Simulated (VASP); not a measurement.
# LiCl (P6_3/mmc) in VASP: notebook, part 2 of 2

VASP 6.6.1.

## 4. Relaxation of cell and atoms, PBE

This run uses another cell than the first one, of 17.08 Å³/atom, 0.945 times its volume.

The input, INCAR:

```
PREC = Accurate
ENCUT = 600
EDIFF = 1E-7
ISMEAR = 0
SIGMA = 0.02
LREAL = F
LASPH = T
NELM = 100
ALGO = Normal
ISIF = 3
LWAVE = F
LCHARG = F
GGA = PE
IBRION = 2
NSW = 65
EDIFFG = -0.01
```

The input, KPOINTS:

```
Automatic mesh
0
Gamma
  9 9 6
```

The input, POSCAR:

```
LiCl
1.0
    3.6417967620      0.0000000000      0.0000000000
   -1.8208983810      3.1538885114      0.0000000000
    0.0000000000      0.0000000000      5.9470288134
Li Cl
2 2
Direct
    0.0000000000      0.0000000000      0.0000000000
    0.0000000000      0.0000000000      0.5000000000
    0.3333333333      0.6666666667      0.2500000000
    0.6666666667      0.3333333333      0.7500000000
```

Potentials or basis: VASP PAW PBE potentials, release 64 (Li_sv, Cl).

Run with:

```console
$ cat potpaw_PBE.64/Li_sv/POTCAR potpaw_PBE.64/Cl/POTCAR > POTCAR
$ mpirun -np 1 vasp_std > vasp.out
```

OUTCAR:

```text
PREC = Accurate
   ENCUT = 600
   EDIFF = 1E-7
   ISMEAR = 0
   LREAL = F
   LASPH = T
   NELM = 100
   ISIF = 3
   GGA = PE
   IBRION = 2
   NSW = 65
   EDIFFG = -0.01

 ion  position               nearest neighbor table
   1  0.000  0.000  0.000-   3 2.58   4 2.58   4 2.58   3 2.58   4 2.58   3 2.58
   2  0.000  0.000  0.500-   3 2.58   4 2.58   4 2.58   3 2.58   4 2.58   3 2.58
   3  0.333  0.667  0.250-   1 2.58   2 2.58   1 2.58   2 2.58   1 2.58   2 2.58
   4  0.667  0.333  0.750-   1 2.58   2 2.58   1 2.58   2 2.58   1 2.58   2 2.58

  LATTYP: Found a hexagonal cell.
 ALAT       =     3.6417967620
 C/A-ratio  =     1.6329930532

  Lattice vectors:

 A1 = (   3.6417967620,   0.0000000000,   0.0000000000)
 A2 = (  -1.8208983810,   3.1538885114,   0.0000000000)
 A3 = (   0.0000000000,   0.0000000000,   5.9470288134)

Analysis of symmetry for initial positions (statically):
=====================================================================
 Subroutine PRICEL returns:
 Original cell was already a primitive cell.

 Routine SETGRP: Setting up the symmetry group for a
 hexagonal supercell.

 Subroutine GETGRP returns: Found 24 space group operations
 (whereof 12 operations were pure point group operations)
 out of a pool of 24 trial point group operations.

The static configuration has the point symmetry D_3d.
 The point group associated with its full space group is D_6h.

Analysis of symmetry for dynamics (positions and initial velocities):
=====================================================================
 Subroutine PRICEL returns:
 Original cell was already a primitive cell.

 Routine SETGRP: Setting up the symmetry group for a
 hexagonal supercell.

 Subroutine GETGRP returns: Found 24 space group operations
 (whereof 12 operations were pure point group operations)
 out of a pool of 24 trial point group operations.

The dynamic configuration has the point symmetry D_3d.
 The point group associated with its full space group is D_6h.

 Subroutine INISYM returns: Found 24 space group operations
 (whereof 12 operations are pure point group operations),
 and found     1 'primitive' translations

----------------------------------------------------------------------------------------

                                     Primitive cell

  volume of cell :      68.3065

  direct lattice vectors                    reciprocal lattice vectors
     3.641796762  0.000000000  0.000000000     0.274589733  0.158534456  0.000000000
    -1.820898381  3.153888511  0.000000000     0.000000000  0.317068912  0.000000000
     0.000000000  0.000000000  5.947028813     0.000000000  0.000000000  0.168151195

  length of vectors
     3.641796762  3.641796762  5.947028813     0.317068912  0.317068912  0.168151195

  position of ions in fractional coordinates (direct lattice)
     0.000000000  0.000000000  0.000000000
     0.000000000  0.000000000  0.500000000
     0.333333333  0.666666667  0.250000000
     0.666666667  0.333333333  0.750000000

  ion indices of the primitive-cell ions
   primitive index   ion index
                 1           1
                 2           2
                 3           3
                 4           4

----------------------------------------------------------------------------------------
[... 65 lines left out ...]
   LNONCOLLINEAR =      F non collinear calculations
   LSORBIT =      F    spin-orbit coupling
   LASPH  =      T    aspherical Exc in radial PAW
   ENCUT  =  600.0 eV  44.10 Ry    6.64 a.u.   7.27  7.27 11.88*2*pi/ulx,y,z
   NELM   =    100;   NELMIN=  2; NELMDL= -5     # of ELM steps
   EDIFF  = 0.1E-06   stopping-criterion for ELM
   LREAL  =      F    real-space projection
   EDIFFG = -.1E-01   stopping-criterion for IOM
   NSW    =     65    number of steps for IOM
   IBRION =      2    ionic relax: 0-MD 1-quasi-New 2-CG
   NFREE  =      1    steps in history (QN), initial steepest desc. (CG)
   ISIF   =      3    stress and relaxation
   ISYM   =      2    0-nonsym 1-usesym 2-fastsym
   POTIM  = 0.5000    time-step for ionic-motion
   TEBEG  =    0.0;   TEEND  =   0.0 temperature during run
   PSTRESS=    0.0 pullay stress
   NELECT =      20.0000    total number of electrons
   NUPDOWN=      -1.0000    fix difference up-down
   EMIN   =  10.00;   EMAX   =-10.00  energy-range for DOS
   EFERMI =   0.00;   METHOD = LEGACY
   ISMEAR =     0;   SIGMA  =   0.02  broadening in eV -4-tet -1-fermi 0-gaus
   EFERMI_NEDOS =   21; number of points for ismear=-14 and -15
   IALGO  =     38    algorithm
   IMIX   =      4    mixing-type and parameters
     AMIX     =   0.40;   BMIX     =  1.00
     AMIX_MAG =   1.60;   BMIX_MAG =  1.00
  volume/ion in A,a.u.               =      17.08       115.24
  Fermi-wavevector in a.u.,A,eV,Ry     =   1.087087  2.054296 16.078783  1.181757
  Thomas-Fermi vector in A             =   2.223238
   LORBIT       =      0    0 simple, 1 ext, 2 COOP (PROOUT), +10 PAW based schemes
   GGA     = PE    functional components
   LHFCALC =     F    Hartree Fock is set to
   AEXX    =    0.0000 exact exchange contribution
   IVDW    =     0    specifies the selected vdW correction
   LEPSILON=     F    determine dielectric tensor
   LRPA    =     F    only Hartree local field effects (RPA)
 conjugate gradient relaxation of ions
 non-spin polarized calculation
 Gauss-broadening in eV      SIGMA  =   0.02
  energy-cutoff  :      600.00
  volume of cell :       68.31
 maximum number of plane-waves:      2316
 NGX is ok and might be reduce to    30

--------------------------------------- Ionic step        1  -------------------------------------------

 number of electron      20.0000001 magnetization

 Free energy of the ion-electron system (eV)
  ---------------------------------------------------
  ext. energy  EPLUGINS =         0.00000000
  ---------------------------------------------------
  free energy    TOTEN  =       -14.70210395 eV

  energy without entropy =      -14.70210395  energy(sigma->0) =      -14.70210395

------------------------ aborting loop because EDIFF is reached ----------------------------------------

  FORCE on cell =-STRESS in cart. coord.  units (eV):
  Direction    XX          YY          ZZ          XY          YZ          ZX
  --------------------------------------------------------------------------------------
  -------------------------------------------------------------------------------------
  Total       -0.3648381     -0.3648381      0.5148254      0.0000000     -0.0000000      0.0000000
  in kB       -8.5575348     -8.5575348     12.0755931      0.0000000     -0.0000000      0.0000000
  external PRESSURE =      -1.6798255 kB  Pullay stress =       0.0000000 kB
[... 139 lines left out ...]
--------------------------------------- Ionic step        5  -------------------------------------------

 number of electron      19.9999997 magnetization

 Free energy of the ion-electron system (eV)
  ---------------------------------------------------
  ext. energy  EPLUGINS =         0.00000000
  ---------------------------------------------------
  free energy    TOTEN  =       -14.71177612 eV

  energy without entropy =      -14.71177612  energy(sigma->0) =      -14.71177612

 E-fermi :   0.8119     XC(G=0):  -8.6997

 val. band max:        0.5724669073   @ k =   0.0000   0.0000   0.0000
 cond. band min:       6.8317971798   @ k =   0.0000   0.0000   0.0000
 fundamental gap:      6.2593302725
 Fermi energy:         0.8119256493

 k-point     1 :       0.0000    0.0000    0.0000
  band No.  band energies     occupation
      1     -43.0316      2.00000
      2     -43.0245      2.00000
      3     -12.8523      2.00000
      4     -12.3487      2.00000
      5      -2.2846      2.00000
      6       0.3698      2.00000
      7       0.3698      2.00000
      8       0.3994      2.00000
      9       0.5725      2.00000
     10       0.5725      2.00000
     11       6.8318      0.00000
     12       7.3153      0.00000
     13      10.8666      0.00000
     14      10.8667      0.00000
[... 377 lines left out ...]
      1     -43.0288      2.00000
      2     -43.0230      2.00000
      3     -12.1063      2.00000
      4     -12.1063      2.00000
      5      -1.6207      2.00000
      6      -1.5162      2.00000
      7      -1.5162      2.00000
      8      -1.1878      2.00000
      9      -0.4427      2.00000
     10      -0.4427      2.00000
     11       9.2754      0.00000
     12       9.2754      0.00000
     13       9.5155      0.00000
     14      10.9753      0.00000

 [... further k-points ...]

------------------------ aborting loop because EDIFF is reached ----------------------------------------

  FORCE on cell =-STRESS in cart. coord.  units (eV):
  Direction    XX          YY          ZZ          XY          YZ          ZX
  --------------------------------------------------------------------------------------
  -------------------------------------------------------------------------------------
  Total        0.0107633      0.0107633      0.0213618      0.0000000     -0.0000000      0.0000000
  in kB        0.2539470      0.2539470      0.5040053      0.0000000     -0.0000000      0.0000000
  external PRESSURE =       0.3372998 kB  Pullay stress =       0.0000000 kB
[... 19 lines left out ...]
  FREE ENERGIE OF THE ION-ELECTRON SYSTEM (eV)
  ---------------------------------------------------
  free  energy   TOTEN  =       -14.7117761197 eV

  energy  without entropy=      -14.7117761197  energy(sigma->0) =      -14.71177612

 reached required accuracy - stopping structural energy minimisation
```

CONTCAR:

```text
LiCl
   1.00000000000000
     3.5964039771093796    0.0000000000000000    0.0000000000000000
    -1.7982019885546898    3.1145772065329025   -0.0000000000000000
     0.0000000000000000   -0.0000000000000000    6.0624048419782168
  Li              Cl
     2     2
Direct
     0.0000000000000000    1.0000000000000000    1.0000000000000000
     0.0000000000000000    0.0000000000000000    0.5000000000000000
     0.3333333332999970    0.6666666667000030    0.2500000000000000
     0.6666666667000030    0.3333333332999970    0.7500000000000000

  0.00000000E+00  0.00000000E+00  0.00000000E+00
  0.00000000E+00  0.00000000E+00  0.00000000E+00
  0.00000000E+00  0.00000000E+00  0.00000000E+00
  0.00000000E+00  0.00000000E+00  0.00000000E+00
```

Run time: 3.2 min. Hardware: 1 thread of Oxide Virtual Turin-like, shared host; peak memory 0.18 GiB.

Results:

```
Free energy                            : -14.7118 eV
Relaxed volume                         : 16.98 Å³/atom
Relaxed cell                           : a = 3.596 Å, b = 3.596 Å, c = 6.062 Å, α = 90.00°, β = 90.00°, γ = 120.00°
Space group after relaxing (to 0.05 Å) : P6_3/mmc (No. 194)
Energy gained by relaxing              : 2.4 meV/atom
Ionic steps                            : 5
Pressure after relaxing                : 0.0 GPa
Band gap on the k mesh                 : 6.26 eV, direct
```

The path:
```tsv
step	energy change (eV)	largest force (eV/Å)	pressure (GPa)	volume (Å³)
1	0.0000	0.0000	-0.17	68.31
2	-0.0053	0.0000	-0.08	68.13
3	-0.0096	0.0000	0.11	67.75
4	-0.0096	0.0000	0.10	67.76
5	-0.0097	0.0000	0.03	67.91
```

Final structure:
```xyz
4
Lattice="3.5964 0.0000 0.0000 -1.7982 3.1146 0.0000 0.0000 0.0000 6.0624" Properties=species:S:1:pos:R:3 pbc="T T T"
Li   -1.7982    3.1146    6.0624
Li    0.0000    0.0000    3.0312
Cl    0.0000    2.0764    1.5156
Cl    1.7982    1.0382    4.5468
```

Levels at points of the mesh, in eV from the valence-band top:
```csv
k point,band 6,band 7,band 8,band 9,band 10,band 11,band 12,band 13,band 14
"(0.00, 0.00, 0.00)",-0.20,-0.20,-0.17,0.00,0.00,6.26,6.74,10.29,10.29
"(0.00, 0.00, 0.50)",-1.69,-0.10,-0.10,-0.10,-0.10,7.13,7.13,10.49,10.49
```

Caveat: the cutoff is under 1.25 times the usual one of these potentials, so pressure, stress and relaxed cells hold a basis-set (Pulay) error.

## 5. Relaxation of cell and atoms, PBE

This run uses another cell than the first one, of 17.08 Å³/atom, 0.945 times its volume.

The input, INCAR:

```
SYSTEM = LiCl
  PREC = Accurate
  ENCUT = 600
  EDIFF = 1E-6
  ISMEAR = 0
  SIGMA = 0.02
  LREAL = .False.
  LASPH = .True.
  NELM = 80
  ALGO = Normal
  ISIF = 3
  LWAVE = .False.
  LCHARG = .False.
  GGA = PE
  IBRION = 2
  NSW = 65
  EDIFFG = -0.01
```

The input, KPOINTS:

```
Automatic mesh
0
Gamma
  9 9 6
  0 0 0
```

The input, POSCAR:

```
LiCl
1.0
    3.6417967620      0.0000000000      0.0000000000
   -1.8208983810      3.1538885114      0.0000000000
    0.0000000000      0.0000000000      5.9470288134
Li Cl
2 2
Direct
    0.0000000000      0.0000000000      0.0000000000
    0.3333333333      0.6666666667      0.5000000000
    0.6666666667      0.3333333333      0.2500000000
    0.6666666667      0.3333333333      0.7500000000
```

Run with:

```console
$ cat potpaw_PBE.64/Li_sv/POTCAR potpaw_PBE.64/Cl/POTCAR > POTCAR
$ mpirun -np 1 vasp_std > vasp.out
```

Run time: 3.9 min. Hardware: 1 thread of Oxide Virtual Turin-like, shared host; peak memory 0.19 GiB.

The run converged. Its results:

| Quantity | Value |
| --- | --- |
| Free energy | -14.3585 eV |
| Relaxed volume | 18.01 Å³/atom |
| Relaxed cell | a = 3.566 Å, b = 3.566 Å, c = 6.541 Å, α = 90.00°, β = 90.00°, γ = 120.00° |
| Space group after relaxing (to 0.05 Å) | P6_3/mmc (No. 194) |
| Energy gained by relaxing | 64.7 meV/atom |
| Ionic steps | 7 |
| Pressure after relaxing | 0.0 GPa |
| Band gap on the k mesh | 5.17 eV, indirect (least direct gap 5.33 eV) |

Step by step:
```
step  energy change (eV)  largest force (eV/Å)  pressure (GPa)  volume (Å³)
   1              0.0000                0.0000            3.43        68.31
   2             -0.2306                0.0000            0.46        71.86
   3             -0.2269                0.0000           -1.49        75.55
   4             -0.2551                0.0000           -0.64        73.71
   5             -0.2552                0.0000           -0.58        73.59
   6             -0.2579                0.0000           -0.31        72.85
   7             -0.2589                0.0000           -0.01        72.04
```

Final structure:
```yaml
crystal:
  lattice:
    - [3.56626, 0.00000, 0.00000]
    - [-1.78313, 3.08847, 0.00000]
    - [0.00000, 0.00000, 6.54077]
  atoms:
    - { symbol: Li, position: [0.00000, 0.00000, 0.00000] }
    - { symbol: Li, position: [0.33333, 0.66667, 0.50000] }
    - { symbol: Cl, position: [0.66667, 0.33333, 0.25000] }
    - { symbol: Cl, position: [0.66667, 0.33333, 0.75000] }
```

Levels at points of the mesh, in eV from the valence-band top:
```tsv
k point	band 7	band 8	band 9	band 10	band 11	band 12	band 13	band 14
(0.00, 0.00, 0.00)	-0.58	-0.53	-0.16	-0.16	5.17	7.15	9.35	9.63
(0.00, 0.00, 0.50)	-0.38	-0.38	-0.38	-0.38	6.24	6.24	10.42	10.42
```

Caveat: the cutoff is under 1.25 times the usual one of these potentials, so pressure, stress and relaxed cells hold a basis-set (Pulay) error. A k mesh can miss the band edges.

## 6. Relaxation of cell and atoms, PBE

This run uses another cell than the first one: it holds 8 atoms, not 4.

The input, INCAR:

```
PREC = Accurate
ENCUT = 600
EDIFF = 1E-6
ISMEAR = 0
SIGMA = 0.02
LREAL = F
LASPH = T
NELM = 80
ALGO = Normal
ISIF = 3
LWAVE = F
LCHARG = F
GGA = PE
IBRION = 2
NSW = 65
EDIFFG = -0.01
```

The input, KPOINTS:

```
Automatic mesh
0
Gamma
  9 9 3
```

The input, POSCAR:

```
LiCl
1.0
    3.6417967620      0.0000000000      0.0000000000
   -1.8208983810      3.1538885114      0.0000000000
    0.0000000000      0.0000000000     11.8940576268
Li Cl
4 4
Direct
    0.0000000000      0.0000000000      0.0000000000
    0.3333333333      0.6666666667      0.2500000000
    0.0000000000      0.0000000000      0.5000000000
    0.6666666667      0.3333333333      0.7500000000
    0.6666666667      0.3333333333      0.1250000000
    0.6666666667      0.3333333333      0.3750000000
    0.3333333333      0.6666666667      0.6250000000
    0.3333333333      0.6666666667      0.8750000000
```

Potentials or basis: VASP PAW PBE potentials, release 64 (Li_sv, Cl).

Run with:

```console
$ cat potpaw_PBE.64/Li_sv/POTCAR potpaw_PBE.64/Cl/POTCAR > POTCAR
$ mpirun -np 1 vasp_std > vasp.out
```

Wall time 10 min (1 thread of Oxide Virtual Turin-like, shared host); peak memory 0.28 GiB.

It converged, with:

- Free energy: -29.1276 eV
- Relaxed volume: 17.51 Å³/atom
- Relaxed cell: a = 3.599 Å, b = 3.599 Å, c = 12.484 Å, α = 90.00°, β = 90.00°, γ = 120.00°
- Space group after relaxing (to 0.05 Å): P6_3/mmc (No. 194)
- Energy gained by relaxing: 26.7 meV/atom
- Ionic steps: 7
- Pressure after relaxing: 0.0 GPa
- Largest force after relaxing: 0.008 eV/Å
- Band gap on the k mesh: 5.74 eV, direct

Forces on the atoms (eV/Å):
```
Li   0.000  0.000  0.000
Li   0.000  0.000  0.000
Li   0.000  0.000  0.000
Li   0.000  0.000  0.000
Cl   0.000  0.000 -0.008
Cl   0.000  0.000  0.008
Cl   0.000  0.000 -0.008
Cl   0.000  0.000  0.008
```

The path:
```tsv
step	energy change (eV)	largest force (eV/Å)	pressure (GPa)	volume (Å³)
1	0.0000	0.7422	1.50	136.61
2	-0.1752	0.2838	0.30	139.75
3	-0.2106	0.0095	-0.42	142.28
4	-0.2108	0.0247	-0.38	142.12
5	-0.2107	0.0352	-0.35	142.01
6	-0.2126	0.0220	-0.16	141.07
7	-0.2132	0.0078	0.04	140.08
```

Final structure:
```cif
data_structure
_symmetry_space_group_name_H-M 'P 1'
_symmetry_Int_Tables_number 1
_cell_length_a 3.5995
_cell_length_b 3.5995
_cell_length_c 12.4845
_cell_angle_alpha 90.000
_cell_angle_beta 90.000
_cell_angle_gamma 120.000
_cell_volume 140.08
loop_
_atom_site_label
_atom_site_type_symbol
_atom_site_fract_x
_atom_site_fract_y
_atom_site_fract_z
_atom_site_occupancy
Li1 Li 0.00000 0.00000 0.00000 1
Li2 Li 0.33333 0.66667 0.25000 1
Li3 Li 0.00000 0.00000 0.50000 1
Li4 Li 0.66667 0.33333 0.75000 1
Cl1 Cl 0.66667 0.33333 0.11955 1
Cl2 Cl 0.66667 0.33333 0.38045 1
Cl3 Cl 0.33333 0.66667 0.61955 1
Cl4 Cl 0.33333 0.66667 0.88045 1
```

Levels at points of the mesh, in eV from the valence-band top:
```
           k point  band 18  band 19  band 20  band 21  band 22  band 23
(0.00, 0.00, 0.00)    -0.12     0.00     0.00     5.74     6.46     7.11
```

Caveat: the cutoff is under 1.25 times the usual one of these potentials, so pressure, stress and relaxed cells hold a basis-set (Pulay) error. A k mesh can miss the band edges.

## 7. Summary

| task | cell | k mesh | cutoff (eV) | gap on the mesh (eV) | pressure (GPa) | relaxed volume (Å³/atom) |
| --- | --- | --- | --- | --- | --- | --- |
| single point | a = 3.571, b = 3.571, c = 6.541 Å, angles 90.0, 90.0, 120.0°, 4 atoms | 9 × 9 × 6 | 520 | 5.16 | - | - |
| single point | a = 3.604, b = 3.604, c = 12.507 Å, angles 90.0, 90.0, 120.0°, 8 atoms | 9 × 9 × 3 | 520 | 5.72 | - | - |
| relaxation of cell and atoms | relaxed from a = 3.642, b = 3.642, c = 5.947 Å, angles 90.0, 90.0, 120.0°, 4 atoms | 9 × 9 × 6 | 600 | 5.17 | 0.0 | 18.01 |
| relaxation of cell and atoms | relaxed from a = 3.642, b = 3.642, c = 11.894 Å, angles 90.0, 90.0, 120.0°, 8 atoms | 9 × 9 × 3 | 600 | 5.74 | 0.0 | 17.51 |

Alike in all rows: level PBE; potentials or basis VASP PAW PBE potentials, release 64 (Li_sv, Cl); no spin polarisation; smearing gaussian 0.02 eV.

Caveats: the cutoff is under 1.25 times the usual one of these potentials, so pressure, stress and relaxed cells hold a basis-set (Pulay) error.

Total energies depend on the potentials used, so only differences within one code and one set of settings carry meaning.
